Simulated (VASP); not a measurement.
# TiN (Fm-3m) in VASP: notebook

Runs on TiN. Level: PBE. Tasks: single point.

Program: VASP 6.6.1. These are calculated values, not measurements. Logs are shortened: lines on timing, memory, paths and dates and some standing lists are left out, and cuts for length are marked.

### Step 1. The cell of the first run

Symmetry: Fm-3m, No. 225, cubic system. The conventional cell has a = 4.070 Å, b = 4.070 Å, c = 4.070 Å, α = 90.00°, β = 90.00°, γ = 90.00°. Ti (site symmetry m-3m) has 6 N at 2.03 Å within 2.7 Å. Within 2.7 Å of N (site symmetry m-3m) lie 6 Ti at 2.03 Å.

### Step 2. Single point, PBE (8.42 Å³/atom)

INCAR reads:

```
PREC = Accurate ; ENCUT = 520
EDIFF = 1E-6 ; ISMEAR = 0
SIGMA = 0.1 ; LREAL = F
LASPH = T ; NELM = 60
ALGO = Normal ; ISIF = 2
LWAVE = F ; LCHARG = F
GGA = PE ; NBANDS = 16
```

KPOINTS reads:

```
Automatic mesh
0
Gamma
  18 18 18
```

POSCAR reads:

```
TiN
1.0
    0.0000000000      2.0347869882      2.0347869882
    2.0347869882      0.0000000000      2.0347869882
    2.0347869882      2.0347869882      0.0000000000
Ti N
1 1
Direct
    0.0000000000      0.0000000000      0.0000000000
    0.5000000000      0.5000000000      0.5000000000
```

Potentials or basis: VASP PAW PBE potentials, release 64 (Ti_sv, N).

Started as:

```console
$ cat potpaw_PBE.64/Ti_sv/POTCAR potpaw_PBE.64/N/POTCAR > POTCAR
$ mpirun -np 1 vasp_std > vasp.out
```

OUTCAR:

```text
PREC = Accurate
   ENCUT = 520
   EDIFF = 1E-6
   ISMEAR = 0
   LREAL = F
   LASPH = T
   NELM = 60
   ISIF = 2
   GGA = PE

 ion  position               nearest neighbor table
   1  0.000  0.000  0.000-   2 2.03   2 2.03   2 2.03   2 2.03   2 2.03   2 2.03
   2  0.500  0.500  0.500-   1 2.03   1 2.03   1 2.03   1 2.03   1 2.03   1 2.03

  LATTYP: Found a face centered cubic cell.
 ALAT       =     4.0695739764

  Lattice vectors:

 A1 = (   0.0000000000,   2.0347869882,   2.0347869882)
 A2 = (   2.0347869882,   0.0000000000,   2.0347869882)
 A3 = (   2.0347869882,   2.0347869882,   0.0000000000)

Analysis of symmetry for initial positions (statically):
=====================================================================
 Subroutine PRICEL returns:
 Original cell was already a primitive cell.

 Routine SETGRP: Setting up the symmetry group for a
 face centered cubic supercell.

 Subroutine GETGRP returns: Found 48 space group operations
 (whereof 48 operations were pure point group operations)
 out of a pool of 48 trial point group operations.

The static configuration has the point symmetry O_h .

Analysis of symmetry for dynamics (positions and initial velocities):
=====================================================================
 Subroutine PRICEL returns:
 Original cell was already a primitive cell.

 Routine SETGRP: Setting up the symmetry group for a
 face centered cubic supercell.

 Subroutine GETGRP returns: Found 48 space group operations
 (whereof 48 operations were pure point group operations)
 out of a pool of 48 trial point group operations.

The dynamic configuration has the point symmetry O_h .

 Subroutine INISYM returns: Found 48 space group operations
 (whereof 48 operations are pure point group operations),
 and found     1 'primitive' translations

----------------------------------------------------------------------------------------

                                     Primitive cell

  volume of cell :      16.8495

  direct lattice vectors                    reciprocal lattice vectors
     0.000000000  2.034786988  2.034786988    -0.245725967  0.245725967  0.245725967
     2.034786988  0.000000000  2.034786988     0.245725967 -0.245725967  0.245725967
     2.034786988  2.034786988  0.000000000     0.245725967  0.245725967 -0.245725967

  length of vectors
[... 80 lines left out ...]
   ENCUT  =  520.0 eV  38.22 Ry    6.18 a.u.   5.35  5.35  5.35*2*pi/ulx,y,z
   NELM   =     60;   NELMIN=  2; NELMDL= -5     # of ELM steps
   EDIFF  = 0.1E-05   stopping-criterion for ELM
   LREAL  =      F    real-space projection
   EDIFFG = 0.1E-04   stopping-criterion for IOM
   NSW    =      0    number of steps for IOM
   IBRION =     -1    ionic relax: 0-MD 1-quasi-New 2-CG
   NFREE  =      0    steps in history (QN), initial steepest desc. (CG)
   ISIF   =      2    stress and relaxation
   ISYM   =      2    0-nonsym 1-usesym 2-fastsym
   POTIM  = 0.5000    time-step for ionic-motion
   TEBEG  =    0.0;   TEEND  =   0.0 temperature during run
   PSTRESS=    0.0 pullay stress
   NELECT =      17.0000    total number of electrons
   NUPDOWN=      -1.0000    fix difference up-down
   EMIN   =  10.00;   EMAX   =-10.00  energy-range for DOS
   EFERMI =   0.00;   METHOD = LEGACY
   ISMEAR =     0;   SIGMA  =   0.10  broadening in eV -4-tet -1-fermi 0-gaus
   EFERMI_NEDOS =   21; number of points for ismear=-14 and -15
   IALGO  =     38    algorithm
   IMIX   =      4    mixing-type and parameters
     AMIX     =   0.40;   BMIX     =  1.00
     AMIX_MAG =   1.60;   BMIX_MAG =  1.00
  volume/ion in A,a.u.               =       8.42        56.85
  Fermi-wavevector in a.u.,A,eV,Ry     =   1.641959  3.102852 36.681686  2.696028
  Thomas-Fermi vector in A             =   2.732342
   LORBIT       =      0    0 simple, 1 ext, 2 COOP (PROOUT), +10 PAW based schemes
   GGA     = PE    functional components
   LHFCALC =     F    Hartree Fock is set to
   AEXX    =    0.0000 exact exchange contribution
   IVDW    =     0    specifies the selected vdW correction
   LEPSILON=     F    determine dielectric tensor
   LRPA    =     F    only Hartree local field effects (RPA)
 non-spin polarized calculation
 Gauss-broadening in eV      SIGMA  =   0.10
  energy-cutoff  :      520.00
  volume of cell :       16.85
 maximum number of plane-waves:       467
 NGX is ok and might be reduce to    24
   NGX = 11   NGY = 11   NGZ = 11

 number of electron      17.0000002 magnetization

 Free energy of the ion-electron system (eV)
  ---------------------------------------------------
  ext. energy  EPLUGINS =         0.00000000
  ---------------------------------------------------
  free energy    TOTEN  =       -19.33072457 eV

  energy without entropy =      -19.32722237  energy(sigma->0) =      -19.32897347

 E-fermi :  13.2119     XC(G=0): -13.7210

 val. band max:       13.1724903021   @ k =  -0.3889   0.3333   0.0556
 cond. band min:      13.2174157863   @ k =   0.4444   0.2222   0.1111
 fundamental gap:      0.0449254842
 Fermi energy:        13.2118592780

 k-point     1 :       0.0000    0.0000    0.0000
  band No.  band energies     occupation
      1     -44.4920      2.00000
      2     -20.3543      2.00000
      3     -20.3543      2.00000
      4     -20.3543      2.00000
      5      -4.6547      2.00000
      6      11.0046      2.00000
[... 433 lines left out ...]
      3     -20.4265      2.00000
      4     -20.3790      2.00000
      5      -3.3729      2.00000
      6       7.2376      2.00000
[... 8 lines left out ...]
     15      27.2164      0.00000
     16      31.8205      0.00000

 [... further k-points ...]

------------------------ aborting loop because EDIFF is reached ----------------------------------------

  FORCE on cell =-STRESS in cart. coord.  units (eV):
  Direction    XX          YY          ZZ          XY          YZ          ZX
  --------------------------------------------------------------------------------------
  -------------------------------------------------------------------------------------
  Total        4.9393360      4.9393360      4.9393360     -0.0000000      0.0000000     -0.0000000
  in kB      469.6694425    469.6694425    469.6694425     -0.0000000      0.0000000     -0.0000000
  external PRESSURE =     469.6694425 kB  Pullay stress =       0.0000000 kB

 VOLUME and BASIS-vectors are now :
 -----------------------------------------------------------------------------
  energy-cutoff  :      520.00
  volume of cell :       16.85
      direct lattice vectors                 reciprocal lattice vectors
     0.000000000  2.034786988  2.034786988    -0.245725967  0.245725967  0.245725967
     2.034786988  0.000000000  2.034786988     0.245725967 -0.245725967  0.245725967
     2.034786988  2.034786988  0.000000000     0.245725967  0.245725967 -0.245725967

 POSITION                                       TOTAL-FORCE (eV/Angst)
 -----------------------------------------------------------------------------------
      0.00000      0.00000      0.00000         0.000000     -0.000000     -0.000000
      2.03479      2.03479      2.03479        -0.000000      0.000000      0.000000
 -----------------------------------------------------------------------------------
    total drift:                                0.000000     -0.000000     -0.000000

  FREE ENERGIE OF THE ION-ELECTRON SYSTEM (eV)
  ---------------------------------------------------
  free  energy   TOTEN  =       -19.3307245719 eV

  energy  without entropy=      -19.3272223732  energy(sigma->0) =      -19.32897347
```

Wall time 58 s (1 thread of Intel Xeon 8259CL, shared host); peak memory 0.18 GiB.

Results:

```yaml
Free_energy: -19.3307 eV
Pressure: 47.0 GPa
Band_gap_on_the_k_mesh: zero (an odd number of electrons rules out a gap without spin polarisation)
```

Levels at points of the mesh, in eV from the Fermi level:
```
           k point  band 5  band 6  band 7  band 8  band 9  band 10  band 11  band 12  band 13  band 14
(0.00, 0.00, 0.00)  -17.87   -2.21   -2.21   -2.21   -0.74    -0.74    -0.74     0.70     0.70     6.92
(0.50, 0.00, 0.00)  -14.81   -8.89   -6.18   -6.18    2.05     2.05     2.87     6.70     6.78     6.78
(0.50, 0.50, 0.00)  -16.44   -6.08   -3.65   -3.40   -3.40     1.98     2.90     2.90     4.61    12.42
```

Caveat: the cell stands under pressure.

### Step 3. Single point, PBE (8.71 Å³/atom)

This run uses another cell than the first one, of 8.71 Å³/atom.

INCAR reads:

```
SYSTEM = TiN
  ALGO = Normal
  EDIFF = 1E-6
  ENCUT = 520
  GGA = PE
  ISIF = 2
  ISMEAR = 0
  LASPH = .TRUE.
  LCHARG = .FALSE.
  LREAL = .FALSE.
  LWAVE = .FALSE.
  NBANDS = 16
  NELM = 60
  PREC = Accurate
  SIGMA = 0.1
```

KPOINTS reads:

```
k-points
0
G
  18 18 18
  0 0 0
```

POSCAR reads:

```
TiN
1.0
    0.0000000000      2.0576516771      2.0576516771
    2.0576516771      0.0000000000      2.0576516771
    2.0576516771      2.0576516771      0.0000000000
Ti N
1 1
Direct
    0.0000000000      0.0000000000      0.0000000000
    0.5000000000      0.5000000000      0.5000000000
```

Potentials or basis: VASP PAW PBE potentials, release 64 (Ti_sv, N).

Started as:

```console
$ cat potpaw_PBE.64/Ti_sv/POTCAR potpaw_PBE.64/N/POTCAR > POTCAR
$ mpirun -np 1 vasp_std > vasp.out
```

It took 72 s on 1 thread of Intel Xeon 8259CL, shared host; peak memory 0.18 GiB.

Results (log left out):

| Quantity | Value |
| --- | --- |
| Free energy | -19.4731 eV |
| Pressure | 32.4 GPa |
| Band gap on the k mesh | zero (an odd number of electrons rules out a gap without spin polarisation) |

Levels at points of the mesh, in eV from the Fermi level:
| k point | band 7 | band 8 | band 9 | band 10 | band 11 | band 12 |
| --- | --- | --- | --- | --- | --- | --- |
| (0.00, 0.00, 0.00) | -2.17 | -2.17 | -0.71 | -0.71 | -0.71 | 0.66 |
| (0.50, 0.00, 0.00) | -5.98 | -5.98 | 1.94 | 1.94 | 2.72 | 6.48 |
| (0.50, 0.50, 0.00) | -3.48 | -3.36 | -3.36 | 1.88 | 2.75 | 2.75 |

Caveat: the cell stands under pressure.

[end of part 1 of 2]
